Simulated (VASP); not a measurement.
# Pt (I4/mmm) in VASP: notebook

The runs below take Pt through single point, with PBEsol, r2SCAN.

All numbers are computed with VASP 6.6.1; they aren't measurements. Logs are shortened: lines on timing, memory, paths and dates and some standing lists are left out, and cuts for length are marked.

### 1 The cell of the first run

Symmetry: I4/mmm, No. 139, tetragonal system. The conventional cell has a = 2.832 Å, b = 2.832 Å, c = 3.847 Å, α = 90.00°, β = 90.00°, γ = 90.00°. Pt (site symmetry 4/mmm) has 18 Pt at 2.78 to 4.01 Å within 4.1 Å.

### 2 Single point, PBEsol

INCAR

```
ALGO = Normal
EDIFF = 1E-6
ENCUT = 520
GGA = PS
ISIF = 2
ISMEAR = 0
LASPH = True
LCHARG = True
LELF = True
LREAL = False
LVHAR = True
LWAVE = False
NBANDS = 17
NELM = 80
PREC = Accurate
SIGMA = 0.1
```

KPOINTS

```
k-points
0
Gamma
  9 9 18
```

POSCAR

```
Pt
1.0
    4.0056786547      0.0000000000      0.0000000001
    0.0000000000      4.0056786547      0.0000000000
   -2.0028393274      0.0000000000      1.9233005903
Pt
2
Direct
    0.0000000000      0.0000000000      0.0000000000
    0.5000000000      0.5000000000      0.0000000000
```

Potentials or basis: VASP PAW PBE potentials, release 64 (Pt).

Started as:

```sh
$ cat potpaw_PBE.64/Pt/POTCAR > POTCAR
$ mpirun -np 1 vasp_std > vasp.out
```

OUTCAR:

```text
EDIFF = 1E-6
   ENCUT = 520
   GGA = PS
   ISIF = 2
   ISMEAR = 0
   LASPH = True
   LREAL = False
   NELM = 80
   PREC = Accurate

 ion  position               nearest neighbor table
   1  0.000  0.000  0.000-   2 2.78   2 2.78   2 2.78   2 2.78   2 2.83   2 2.83   2 2.83   2 2.83

   2  0.500  0.500  0.000-   1 2.78   1 2.78   1 2.78   1 2.78   1 2.83   1 2.83   1 2.83   1 2.83

  LATTYP: Found a base centered orthorhombic cell.
 ALAT       =     3.8466011807
 B/A-ratio  =     1.0413553333
 C/A-ratio  =     1.0413553333

  Lattice vectors:

 A1 = (  -2.0028393274,   0.0000000000,   1.9233005903)
 A2 = (   2.0028393273,   0.0000000000,   1.9233005904)
 A3 = (   0.0000000000,   4.0056786547,   0.0000000000)

Analysis of symmetry for initial positions (statically):
=====================================================================
 Subroutine PRICEL returns following result:

  LATTYP: Found a body centered tetragonal cell.
 ALAT       =     2.8324425400
 C/A-ratio  =     1.3580509141

  Lattice vectors:

 A1 = (   0.0000000000,   2.0028393273,  -1.9233005903)
 A2 = (   0.0000000000,  -2.0028393273,  -1.9233005903)
 A3 = (  -2.0028393274,   0.0000000000,   1.9233005903)

   2 primitive cells build up your supercell.

 Routine SETGRP: Setting up the symmetry group for a
 base centered orthorhombic supercell.

 Subroutine GETGRP returns: Found  8 space group operations
 (whereof  8 operations were pure point group operations)
 out of a pool of  8 trial point group operations.

The static configuration has the point symmetry D_2h.

Analysis of symmetry for dynamics (positions and initial velocities):
=====================================================================
 Subroutine PRICEL returns following result:

  LATTYP: Found a body centered tetragonal cell.
 ALAT       =     2.8324425400
 C/A-ratio  =     1.3580509141

  Lattice vectors:

 A1 = (   0.0000000000,   2.0028393273,  -1.9233005903)
 A2 = (   0.0000000000,  -2.0028393273,  -1.9233005903)
 A3 = (  -2.0028393274,   0.0000000000,   1.9233005903)

   2 primitive cells build up your supercell.

 Routine SETGRP: Setting up the symmetry group for a
 base centered orthorhombic supercell.

 Subroutine GETGRP returns: Found  8 space group operations
 (whereof  8 operations were pure point group operations)
 out of a pool of  8 trial point group operations.

The dynamic configuration has the point symmetry D_2h.

 Subroutine INISYM returns: Found  8 space group operations
 (whereof  8 operations are pure point group operations),
 and found     2 'primitive' translations

----------------------------------------------------------------------------------------

                                     Primitive cell

  volume of cell :      15.4301

  direct lattice vectors                    reciprocal lattice vectors
     0.000000000  2.002839327 -1.923300590    -0.249645587  0.249645587 -0.259969764
     0.000000000 -2.002839327 -1.923300590    -0.249645587 -0.249645587 -0.259969764
    -2.002839327  0.000000000  1.923300590    -0.499291174  0.000000000 -0.000000000

  length of vectors
     2.776769802  2.776769802  2.776769802     0.438440551  0.438440551  0.499291174

  position of ions in fractional coordinates (direct lattice)
     0.000000000  0.000000000  0.000000000

  ion indices of the primitive-cell ions
   primitive index   ion index
                 1           1

----------------------------------------------------------------------------------------

 KPOINTS: k-points

Automatic generation of k-mesh.
 Grid dimensions read from file:
 generate k-points for:    9    9   18

 Generating k-lattice:

  Cartesian coordinates                     Fractional coordinates (reciprocal lattice)
     0.027738399  0.000000000  0.028885529     0.111111111  0.000000000  0.000000000
     0.000000000  0.027738399  0.000000000     0.000000000  0.111111111  0.000000000
    -0.000000000  0.000000000  0.028885529    -0.000000000  0.000000000  0.055555556

  Length of vectors
     0.040047379  0.027738399  0.028885529

  Shift w.r.t. Gamma in fractional coordinates (k-lattice)
     0.000000000  0.000000000  0.000000000

 Subroutine IBZKPT returns following result:
 ===========================================

 Found    250 irreducible k-points:

 Following reciprocal coordinates:
            Coordinates               Weight
  0.000000  0.000000  0.000000      1.000000
  0.111111  0.000000  0.000000      4.000000
  0.222222  0.000000 -0.000000      4.000000
  0.333333  0.000000  0.000000      4.000000
  0.444444  0.000000 -0.000000      4.000000
  0.000000  0.111111  0.000000      2.000000
[... 16 lines left out ...]
  0.222222  0.444444 -0.000000      8.000000
  0.333333  0.444444  0.000000      8.000000
 [... further k-points ...]
   k-points           NKPTS =    250   k-points in BZ     NKDIM =    250   number of bands    NBANDS=     17
   number of dos      NEDOS =    301   number of ions     NIONS =      2
   total plane-waves  NPLWV =  21600
   dimension x,y,z NGX =    30 NGY =   30 NGZ =   24
   dimension x,y,z NGXF=    60 NGYF=   60 NGZF=   48
   ions per type =               2
   NGX,Y,Z   is equivalent  to a cutoff of  12.45, 12.45, 14.37 a.u.
   NGXF,Y,Z  is equivalent  to a cutoff of  24.90, 24.90, 28.74 a.u.
 SYSTEM =  unknown system
   PREC   = accura    normal or accurate (medium, high low for compatibility)
   ISTART =      0    job   : 0-new  1-cont  2-samecut
   ICHARG =      2    charge: 1-file 2-atom 10-const
   ISPIN  =      1    spin polarized calculation?
   LNONCOLLINEAR =      F non collinear calculations
   LSORBIT =      F    spin-orbit coupling
   LASPH  =      T    aspherical Exc in radial PAW
   ENCUT  =  520.0 eV  38.22 Ry    6.18 a.u.   7.45  7.45  5.16*2*pi/ulx,y,z
   NELM   =     80;   NELMIN=  2; NELMDL= -5     # of ELM steps
   EDIFF  = 0.1E-05   stopping-criterion for ELM
   LREAL  =      F    real-space projection
   EDIFFG = 0.1E-04   stopping-criterion for IOM
   NSW    =      0    number of steps for IOM
   IBRION =     -1    ionic relax: 0-MD 1-quasi-New 2-CG
   NFREE  =      0    steps in history (QN), initial steepest desc. (CG)
   ISIF   =      2    stress and relaxation
   ISYM   =      2    0-nonsym 1-usesym 2-fastsym
   POTIM  = 0.5000    time-step for ionic-motion
   TEBEG  =    0.0;   TEEND  =   0.0 temperature during run
   PSTRESS=    0.0 pullay stress
   NELECT =      20.0000    total number of electrons
   NUPDOWN=      -1.0000    fix difference up-down
   EMIN   =  10.00;   EMAX   =-10.00  energy-range for DOS
   EFERMI =   0.00;   METHOD = LEGACY
   ISMEAR =     0;   SIGMA  =   0.10  broadening in eV -4-tet -1-fermi 0-gaus
   EFERMI_NEDOS =   21; number of points for ismear=-14 and -15
   IALGO  =     38    algorithm
   IMIX   =      4    mixing-type and parameters
     AMIX     =   0.40;   BMIX     =  1.00
     AMIX_MAG =   1.60;   BMIX_MAG =  1.00
  volume/ion in A,a.u.               =      15.43       104.13
  Fermi-wavevector in a.u.,A,eV,Ry     =   1.416723  2.677219 27.308320  2.007105
  Thomas-Fermi vector in A             =   2.538028
   LORBIT       =      0    0 simple, 1 ext, 2 COOP (PROOUT), +10 PAW based schemes
   GGA     = PS    functional components
   LHFCALC =     F    Hartree Fock is set to
   AEXX    =    0.0000 exact exchange contribution
   IVDW    =     0    specifies the selected vdW correction
   LEPSILON=     F    determine dielectric tensor
   LRPA    =     F    only Hartree local field effects (RPA)
 non-spin polarized calculation
 Gauss-broadening in eV      SIGMA  =   0.10
  energy-cutoff  :      520.00
  volume of cell :       30.86
 maximum number of plane-waves:       857
 NGX is ok and might be reduce to    30
   NGX = 15   NGY = 15   NGZ = 11

 number of electron      20.0000003 magnetization

 Free energy of the ion-electron system (eV)
  ---------------------------------------------------
  ext. energy  EPLUGINS =         0.00000000
  ---------------------------------------------------
  free energy    TOTEN  =       -13.90757186 eV

  energy without entropy =      -13.88794351  energy(sigma->0) =      -13.89775769

 E-fermi :  10.6517     XC(G=0): -13.4927

 val. band max:       10.6405877328   @ k =   0.4444   0.4444   0.0556
 cond. band min:      10.6538136950   @ k =   0.0000   0.0000   0.5000
 fundamental gap:      0.0132259622
 Fermi energy:        10.6516797114

 k-point     1 :       0.0000    0.0000    0.0000
  band No.  band energies     occupation
      1       0.6217      2.00000
      2       3.7789      2.00000
      3       4.2636      2.00000
      4       6.8546      2.00000
      5       6.8546      2.00000
      6       7.3003      2.00000
[... 9 lines left out ...]
     16      25.3737      0.00000
     17      29.8349      0.00000

 k-point     2 :       0.1111    0.0000    0.0000
  band No.  band energies     occupation
      1       0.9478      2.00000
      2       4.0015      2.00000
      3       4.4813      2.00000
      4       6.7970      2.00000
      5       7.0137      2.00000
      6       7.3010      2.00000
[... 9 lines left out ...]
     16      25.8600      0.00000
     17      28.8554      0.00000

 k-point     3 :       0.2222    0.0000   -0.0000
  band No.  band energies     occupation
      1       1.8593      2.00000
      2       4.4567      2.00000
      3       5.1789      2.00000
      4       6.4882      2.00000
      5       7.2812      2.00000
      6       7.5496      2.00000
[... 9 lines left out ...]
     16      26.6631      0.00000
     17      26.9402      0.00000

 k-point     4 :       0.3333    0.0000    0.0000
  band No.  band energies     occupation
      1       3.1547      2.00000
      2       4.9615      2.00000
      3       5.9787      2.00000
      4       6.1456      2.00000
      5       6.9785      2.00000
      6       7.1956      2.00000
[... 9 lines left out ...]
     16      26.7858      0.00000
     17      27.3082      0.00000
[... 343 lines left out ...]
      1       3.0731      2.00000
      2       3.8435      2.00000
      3       5.3598      2.00000
      4       5.7595      2.00000
      5       7.2307      2.00000
      6       7.3185      2.00000
[... 9 lines left out ...]
     16      27.3864      0.00000
     17      28.1419      0.00000

 k-point    23 :       0.2222    0.4444   -0.0000
  band No.  band energies     occupation
      1       3.4589      2.00000
      2       4.0566      2.00000
      3       6.1405      2.00000
      4       6.3725      2.00000
      5       6.7659      2.00000
      6       6.9830      2.00000
[... 9 lines left out ...]
     16      26.9528      0.00000
     17      28.0675      0.00000

 k-point    24 :       0.3333    0.4444    0.0000
  band No.  band energies     occupation
      1       3.5545      2.00000
      2       3.8747      2.00000
      3       6.6075      2.00000
      4       6.8372      2.00000
      5       7.3801      2.00000
      6       7.4779      2.00000
[... 9 lines left out ...]
     16      25.7130      0.00000
     17      28.7984      0.00000

 [... further k-points ...]

------------------------ aborting loop because EDIFF is reached ----------------------------------------

  FORCE on cell =-STRESS in cart. coord.  units (eV):
  Direction    XX          YY          ZZ          XY          YZ          ZX
  --------------------------------------------------------------------------------------
  -------------------------------------------------------------------------------------
  Total       -1.6275448     -1.6275828     -0.9126838      0.0000000      0.0000000     -0.0000000
  in kB      -84.4975600    -84.4995321    -47.3839816      0.0000000      0.0000000     -0.0000000
  external PRESSURE =     -72.1270246 kB  Pullay stress =       0.0000000 kB

 VOLUME and BASIS-vectors are now :
 -----------------------------------------------------------------------------
  energy-cutoff  :      520.00
  volume of cell :       30.86
      direct lattice vectors                 reciprocal lattice vectors
     4.005678655  0.000000000  0.000000000     0.249645587  0.000000000  0.259969764
     0.000000000  4.005678655  0.000000000     0.000000000  0.249645587  0.000000000
    -2.002839327  0.000000000  1.923300590    -0.000000000  0.000000000  0.519939527

 POSITION                                       TOTAL-FORCE (eV/Angst)
 -----------------------------------------------------------------------------------
      0.00000      0.00000      0.00000         0.000000      0.000000      0.000000
      2.00284      2.00284      0.00000        -0.000000     -0.000000     -0.000000
 -----------------------------------------------------------------------------------
    total drift:                                0.000000      0.000000     -0.000000

  FREE ENERGIE OF THE ION-ELECTRON SYSTEM (eV)
  ---------------------------------------------------
  free  energy   TOTEN  =       -13.9075718612 eV

  energy  without entropy=      -13.8879435131  energy(sigma->0) =      -13.89775769
```

Wall time 47 s (1 thread of Intel Xeon 6975P-C (Granite Rapids), shared host); peak memory 0.24 GiB.

What came out:

```yaml
Free_energy: -13.9076 eV
Pressure: -7.2 GPa
Band_gap_on_the_k_mesh: zero (bands 10 and 11 overlap by 1.60 eV)
```

Caveat: the cell stands under tension; the PAW data sets were made with another functional, which shifts forces and pressure a little; spin-orbit coupling is left out, which moves the levels of the heavy elements.

### 3 Single point, r2SCAN

POSCAR is that of step 2.

INCAR.step1

```
  PREC = Accurate
  ENCUT = 520
  ISMEAR = 0
  SIGMA = 0.1
  LREAL = False
  LASPH = True
  NELM = 60
  NBANDS = 17
  GGA = PE
  ALGO = Normal
  EDIFF = 1E-4
  LWAVE = True
  LCHARG = False
```

INCAR.step2

```
  PREC = Accurate
  ENCUT = 520
  EDIFF = 1E-7
  ISMEAR = 0
  SIGMA = 0.1
  LREAL = False
  LASPH = True
  NELM = 60
  ALGO = Normal
  ISIF = 2
  LWAVE = False
  LCHARG = False
  METAGGA = R2SCAN
  LMIXTAU = True
  NBANDS = 17
  ISTART = 1
```

KPOINTS

```
regular mesh
0
Gamma
  9 9 18
```

Potentials or basis: VASP PAW PBE potentials, release 64 (Pt).

Started as:

```sh
$ cat potpaw_PBE.64/Pt/POTCAR > POTCAR
$ cp INCAR.step1 INCAR
$ mpirun -np 1 vasp_std > vasp.out
$ cp INCAR.step2 INCAR
$ mpirun -np 1 vasp_std > vasp.out
```

It took 3.7 min on 1 thread of Intel Xeon 6975P-C (Granite Rapids), shared host; peak memory 0.25 GiB.

It converged, with:

```yaml
Free_energy: -102.9993 eV
Pressure: -1.6 GPa
Band_gap_on_the_k_mesh: zero (bands 10 and 11 overlap by 1.70 eV)
```

Stress tensor (GPa, compression positive):
```
-2.72  0.00  0.00
 0.00 -2.72  0.00
 0.00  0.00  0.68
```

Levels at points of the mesh, in eV from the Fermi level:
| k point | band 6 | band 7 | band 8 | band 9 | band 10 | band 11 | band 12 | band 13 | band 14 | band 15 |
| --- | --- | --- | --- | --- | --- | --- | --- | --- | --- | --- |
| (0.00, 0.00, 0.00) | -3.45 | -1.95 | -1.43 | -0.06 | 0.29 | 0.69 | 1.75 | 8.75 | 12.10 | 12.35 |
| (0.00, 0.00, 0.50) | -0.06 | 0.29 | 0.54 | 0.54 | 0.69 | 1.75 | 2.55 | 8.75 | 9.82 | 11.46 |

Caveat: the PAW data sets were made with another functional, which shifts forces and pressure a little; spin-orbit coupling is left out, which moves the levels of the heavy elements.

### 4 Single point, r2SCAN

This run uses another cell than the first one, of 15.50 Å³/atom.

POSCAR

```
Pt
1.0
    4.0056786547      0.0000000000      0.0000000000
    0.0000000000      4.0056786547      0.0000000000
   -2.0028393274      0.0000000000      1.9315383551
Pt
2
Direct
    0.0000000000      0.0000000000      0.0000000000
    0.5000000000      0.5000000000      0.0000000000
```

INCAR.step1

```
PREC = Accurate
ENCUT = 520
ISMEAR = 0
SIGMA = 0.1
LREAL = False
LASPH = True
NELM = 60
NBANDS = 17
GGA = PE
ALGO = Normal
EDIFF = 1E-4
LWAVE = True
LCHARG = False
```

INCAR.step2

```
PREC = Accurate
ENCUT = 520
EDIFF = 1E-6
ISMEAR = 0
SIGMA = 0.1
LREAL = False
LASPH = True
NELM = 60
ALGO = Normal
ISIF = 2
LWAVE = False
LCHARG = False
METAGGA = R2SCAN
LMIXTAU = True
NBANDS = 17
ISTART = 1
```

KPOINTS

```
Automatic mesh
0
Gamma
  9 9 18
```

Started as:

```sh
$ cat potpaw_PBE.64/Pt/POTCAR > POTCAR
$ cp INCAR.step1 INCAR
$ mpirun -np 1 vasp_std > vasp.out
$ cp INCAR.step2 INCAR
$ mpirun -np 1 vasp_std > vasp.out
```

It took 3.2 min on 1 thread of Intel Xeon 6975P-C (Granite Rapids), shared host; peak memory 0.25 GiB.

It converged, with:

| Property | Result |
| --- | --- |
| Free energy | -102.9993 eV |
| Pressure | -2.7 GPa |
| Band gap on the k mesh | zero (bands 10 and 11 overlap by 1.67 eV) |

Stress tensor (GPa, compression positive):
```
-3.77  0.00  0.00
 0.00 -3.77  0.00
 0.00  0.00 -0.67
```

Levels at points of the mesh, in eV from the Fermi level:
```tsv
k point	band 8	band 9	band 10	band 11	band 12	band 13
(0.00, 0.00, 0.00)	-1.44	-0.06	0.31	0.66	1.78	8.74
(0.00, 0.00, 0.50)	0.53	0.53	0.66	1.78	2.50	8.74
```

Caveat: the PAW data sets were made with another functional, which shifts forces and pressure a little; spin-orbit coupling is left out, which moves the levels of the heavy elements.

### 5 Summary

| level | cell | gap on the mesh (eV) | pressure (GPa) |
| --- | --- | --- | --- |
| PBEsol | a = 4.006, b = 4.006, c = 2.777 Å, angles 90.0, 136.2, 90.0°, 2 atoms | none | -7.2 |
| r2SCAN | a = 4.006, b = 4.006, c = 2.777 Å, angles 90.0, 136.2, 90.0°, 2 atoms | none | -1.6 |
| r2SCAN | a = 4.006, b = 4.006, c = 2.782 Å, angles 90.0, 136.0, 90.0°, 2 atoms | none | -2.7 |

Alike in all rows: task single point; potentials or basis VASP PAW PBE potentials, release 64 (Pt); no spin polarisation; k mesh 9 × 9 × 18; cutoff (eV) 520; smearing gaussian 0.1 eV.

Caveats: the PAW data sets were made with another functional, which shifts forces and pressure a little; spin-orbit coupling is left out, which moves the levels of the heavy elements; the cell stands under tension (at least some runs).

Total energies depend on the potentials used, so only differences within one code and one set of settings carry meaning.
